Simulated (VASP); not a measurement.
# Hg (Fm-3m) in VASP: further runs

Aim: see how the results for Hg move with the level of theory and the settings. Levels: PBE, r2SCAN. Tasks: single point.

Program: VASP 6.6.1. These are calculated values, not measurements. Logs are shortened: lines on timing, memory, paths and dates and some standing lists are left out, and cuts for length are marked.

## 1. The cell of the first run

The structure is cubic, space group Fm-3m (No. 225). The conventional cell has a = 4.514 Å, b = 4.514 Å, c = 4.514 Å, α = 90.00°, β = 90.00°, γ = 90.00°. Within 4.2 Å of Hg (site symmetry m-3m) lie 12 Hg at 3.19 Å.

## 2. Single point, PBE

INCAR

```
ALGO = Fast ; EDIFF = 1E-6
ENCUT = 520 ; GGA = PE
ISIF = 2 ; ISMEAR = 0
LASPH = True ; LCHARG = False
LREAL = False ; LWAVE = False
NBANDS = 12 ; NELM = 80
PREC = Accurate ; SIGMA = 0.05
```

KPOINTS

```
k-points
0
Gamma
  8 8 8
```

POSCAR

```
Hg
1.0
    0.0000000000      2.2569693368      2.2569693368
    2.2569693368      0.0000000000      2.2569693368
    2.2569693368      2.2569693368      0.0000000000
Hg
1
Direct
    0.0000000000      0.0000000000      0.0000000000
```

Potentials or basis: VASP PAW PBE potentials, release 64 (Hg).

The run is started by

```sh
cat potpaw_PBE.64/Hg/POTCAR > POTCAR
mpirun -np 1 vasp_std > vasp.out
```

OUTCAR:

```text
EDIFF = 1E-6
   ENCUT = 520
   GGA = PE
   ISIF = 2
   ISMEAR = 0
   LASPH = True
   LREAL = False
   NELM = 80
   PREC = Accurate

 ion  position               nearest neighbor table
   1  0.000  0.000  0.000-

  LATTYP: Found a face centered cubic cell.
 ALAT       =     4.5139386736

  Lattice vectors:

 A1 = (   0.0000000000,   2.2569693368,   2.2569693368)
 A2 = (   2.2569693368,   0.0000000000,   2.2569693368)
 A3 = (   2.2569693368,   2.2569693368,   0.0000000000)

Analysis of symmetry for initial positions (statically):
=====================================================================
 Subroutine PRICEL returns:
 Original cell was already a primitive cell.

 Routine SETGRP: Setting up the symmetry group for a
 face centered cubic supercell.

 Subroutine GETGRP returns: Found 48 space group operations
 (whereof 48 operations were pure point group operations)
 out of a pool of 48 trial point group operations.

The static configuration has the point symmetry O_h .

Analysis of symmetry for dynamics (positions and initial velocities):
=====================================================================
 Subroutine PRICEL returns:
 Original cell was already a primitive cell.

 Routine SETGRP: Setting up the symmetry group for a
 face centered cubic supercell.

 Subroutine GETGRP returns: Found 48 space group operations
 (whereof 48 operations were pure point group operations)
 out of a pool of 48 trial point group operations.

The dynamic configuration has the point symmetry O_h .

 Subroutine INISYM returns: Found 48 space group operations
 (whereof 48 operations are pure point group operations),
 and found     1 'primitive' translations

----------------------------------------------------------------------------------------

                                     Primitive cell

  volume of cell :      22.9936

  direct lattice vectors                    reciprocal lattice vectors
     0.000000000  2.256969337  2.256969337    -0.221536018  0.221536018  0.221536018
     2.256969337  0.000000000  2.256969337     0.221536018 -0.221536018  0.221536018
     2.256969337  2.256969337  0.000000000     0.221536018  0.221536018 -0.221536018

  length of vectors
     3.191836646  3.191836646  3.191836646     0.383711639  0.383711639  0.383711639

  position of ions in fractional coordinates (direct lattice)
     0.000000000  0.000000000  0.000000000

  ion indices of the primitive-cell ions
[... 81 lines left out ...]
   ISYM   =      2    0-nonsym 1-usesym 2-fastsym
   POTIM  = 0.5000    time-step for ionic-motion
   TEBEG  =    0.0;   TEEND  =   0.0 temperature during run
   PSTRESS=    0.0 pullay stress
   NELECT =      12.0000    total number of electrons
   NUPDOWN=      -1.0000    fix difference up-down
   EMIN   =  10.00;   EMAX   =-10.00  energy-range for DOS
   EFERMI =   0.00;   METHOD = LEGACY
   ISMEAR =     0;   SIGMA  =   0.05  broadening in eV -4-tet -1-fermi 0-gaus
   EFERMI_NEDOS =   21; number of points for ismear=-14 and -15
   IALGO  =     68    algorithm
   IMIX   =      4    mixing-type and parameters
     AMIX     =   0.40;   BMIX     =  1.00
     AMIX_MAG =   1.60;   BMIX_MAG =  1.00
  volume/ion in A,a.u.               =      22.99       155.17
  Fermi-wavevector in a.u.,A,eV,Ry     =   1.318053  2.490759 23.636913  1.737264
  Thomas-Fermi vector in A             =   2.448050
   LORBIT       =      0    0 simple, 1 ext, 2 COOP (PROOUT), +10 PAW based schemes
   GGA     = PE    functional components
   LHFCALC =     F    Hartree Fock is set to
   AEXX    =    0.0000 exact exchange contribution
   IVDW    =     0    specifies the selected vdW correction
   LEPSILON=     F    determine dielectric tensor
   LRPA    =     F    only Hartree local field effects (RPA)
 non-spin polarized calculation
 RMM-DIIS sequential band-by-band and
 Gauss-broadening in eV      SIGMA  =   0.05
  energy-cutoff  :      520.00
  volume of cell :       22.99
 maximum number of plane-waves:       636
   NGX = 11   NGY = 11   NGZ = 11

 number of electron      12.0000000 magnetization

 Free energy of the ion-electron system (eV)
  ---------------------------------------------------
  ext. energy  EPLUGINS =         0.00000000
  ---------------------------------------------------
  free energy    TOTEN  =        -0.06027438 eV

  energy without entropy =       -0.05923796  energy(sigma->0) =       -0.05975617

 E-fermi :   2.9515     XC(G=0): -11.0114

 val. band max:        2.8993063793   @ k =   0.5000   0.1250   0.0000
 cond. band min:       2.9696539472   @ k =  -0.3750   0.3750   0.0000
 fundamental gap:      0.0703475679
 Fermi energy:         2.9515271611

 k-point     1 :       0.0000    0.0000    0.0000
  band No.  band energies     occupation
      1      -6.3071      2.00000
      2      -4.1482      2.00000
      3      -4.1482      2.00000
      4      -4.1482      2.00000
      5      -3.4750      2.00000
      6      -3.4750      2.00000
      7      16.5878      0.00000
      8      17.9357      0.00000
      9      17.9357      0.00000
     10      17.9357      0.00000
     11      22.0276      0.00000
     12      23.3203      0.00000
[... 331 lines left out ...]
 k-point    24 :      -0.3750    0.2500    0.1250
  band No.  band energies     occupation
      1      -4.6872      2.00000
      2      -4.3598      2.00000
      3      -3.7129      2.00000
      4      -3.6654      2.00000
      5      -2.9567      2.00000
      6       1.8176      2.00000
      7       3.0595      0.00226
      8      10.4372      0.00000
      9      11.9792      0.00000
     10      17.3717      0.00000
     11      21.3725      0.00000
     12      25.5969      0.00000

 [... further k-points ...]

------------------------ aborting loop because EDIFF is reached ----------------------------------------

  FORCE on cell =-STRESS in cart. coord.  units (eV):
  Direction    XX          YY          ZZ          XY          YZ          ZX
  --------------------------------------------------------------------------------------
  -------------------------------------------------------------------------------------
  Total        0.8898264      0.8898264      0.8898264     -0.0000000     -0.0000000     -0.0000000
  in kB       62.0024588     62.0024588     62.0024588     -0.0000000     -0.0000000     -0.0000000
  external PRESSURE =      62.0024588 kB  Pullay stress =       0.0000000 kB

 VOLUME and BASIS-vectors are now :
 -----------------------------------------------------------------------------
  energy-cutoff  :      520.00
  volume of cell :       22.99
      direct lattice vectors                 reciprocal lattice vectors
     0.000000000  2.256969337  2.256969337    -0.221536018  0.221536018  0.221536018
     2.256969337  0.000000000  2.256969337     0.221536018 -0.221536018  0.221536018
     2.256969337  2.256969337  0.000000000     0.221536018  0.221536018 -0.221536018

 POSITION                                       TOTAL-FORCE (eV/Angst)
 -----------------------------------------------------------------------------------
      0.00000      0.00000      0.00000         0.000000     -0.000000      0.000000
 -----------------------------------------------------------------------------------
    total drift:                               -0.000000      0.000000     -0.000000

  FREE ENERGIE OF THE ION-ELECTRON SYSTEM (eV)
  ---------------------------------------------------
  free  energy   TOTEN  =        -0.0602743811 eV

  energy  without entropy=       -0.0592379609  energy(sigma->0) =       -0.05975617
```

Run time: 5.1 s. Hardware: 1 thread of Intel Xeon Platinum 8488C (Sapphire Rapids), shared host; peak memory 0.13 GiB.

Results:

| Property | Result |
| --- | --- |
| Free energy | -0.0603 eV |
| Pressure | 6.2 GPa |
| Band gap on the k mesh | zero (bands 6 and 7 overlap by 2.04 eV) |

Caveat: the cell stands under pressure; spin-orbit coupling is left out, which moves the levels of the heavy elements.

## 3. Single point, r2SCAN

This run uses another cell than the first one, of 26.83 Å³/atom.

POSCAR

```
Hg
1.0
    0.0000000000      2.3762152323      2.3762152323
    2.3762152323      0.0000000000      2.3762152323
    2.3762152323      2.3762152323      0.0000000000
Hg
1
Direct
    0.0000000000      0.0000000000      0.0000000000
```

INCAR.step1

```
SYSTEM = Hg
PREC     = Accurate       ! precision mode
ENCUT    = 520            ! plane-wave cutoff, eV
ISMEAR   = 0              ! smearing method
SIGMA    = 0.05           ! smearing width, eV
LREAL    = .False.        ! projectors in reciprocal space
LASPH    = .True.         ! aspherical terms in the spheres
NELM     = 80             ! most SCF steps
NBANDS   = 12             ! bands
GGA      = PE             ! functional
ALGO     = Normal         ! electronic algorithm
EDIFF    = 1E-4           ! SCF threshold, eV
LWAVE    = .True.         ! write WAVECAR
LCHARG   = .False.        ! write CHGCAR
```

INCAR.step2

```
SYSTEM = Hg
PREC     = Accurate       ! precision mode
ENCUT    = 520            ! plane-wave cutoff, eV
EDIFF    = 1E-6           ! SCF threshold, eV
ISMEAR   = 0              ! smearing method
SIGMA    = 0.05           ! smearing width, eV
LREAL    = .False.        ! projectors in reciprocal space
LASPH    = .True.         ! aspherical terms in the spheres
NELM     = 80             ! most SCF steps
ALGO     = Normal         ! electronic algorithm
ISIF     = 2              ! what is computed and relaxed
LWAVE    = .False.        ! write WAVECAR
LCHARG   = .False.        ! write CHGCAR
METAGGA  = R2SCAN         ! meta-GGA
LMIXTAU  = .True.       
NBANDS   = 12             ! bands
ISTART   = 1
```

KPOINTS

```
Automatic mesh
0
Gamma
  14 14 14
  0 0 0
```

Potentials or basis: VASP PAW PBE potentials, release 64 (Hg).

The run is started by

```sh
cat potpaw_PBE.64/Hg/POTCAR > POTCAR
cp INCAR.step1 INCAR
mpirun -np 1 vasp_std > vasp.out
cp INCAR.step2 INCAR
mpirun -np 1 vasp_std > vasp.out
```

It took 97 s on 1 thread of Intel Xeon Platinum 8488C (Sapphire Rapids), shared host; peak memory 0.18 GiB.

Results (log left out):

| Quantity | Value |
| --- | --- |
| Free energy | -49.3444 eV |
| Pressure | 0.2 GPa |
| Band gap on the k mesh | zero (bands 6 and 7 overlap by 0.84 eV) |

Levels at points of the mesh, in eV from the Fermi level:
```tsv
k point	band 3	band 4	band 5	band 6	band 7	band 8	band 9	band 10
(0.00, 0.00, 0.00)	-6.79	-6.79	-6.30	-6.30	14.26	14.28	14.28	14.28
(0.50, 0.00, 0.00)	-6.79	-5.87	-5.87	-1.75	-0.71	12.04	12.04	13.44
(0.50, 0.50, 0.00)	-5.90	-5.76	-5.76	0.13	0.56	7.14	7.14	11.23
```

Caveat: the PAW data sets were made with another functional, which shifts forces and pressure a little; spin-orbit coupling is left out, which moves the levels of the heavy elements.
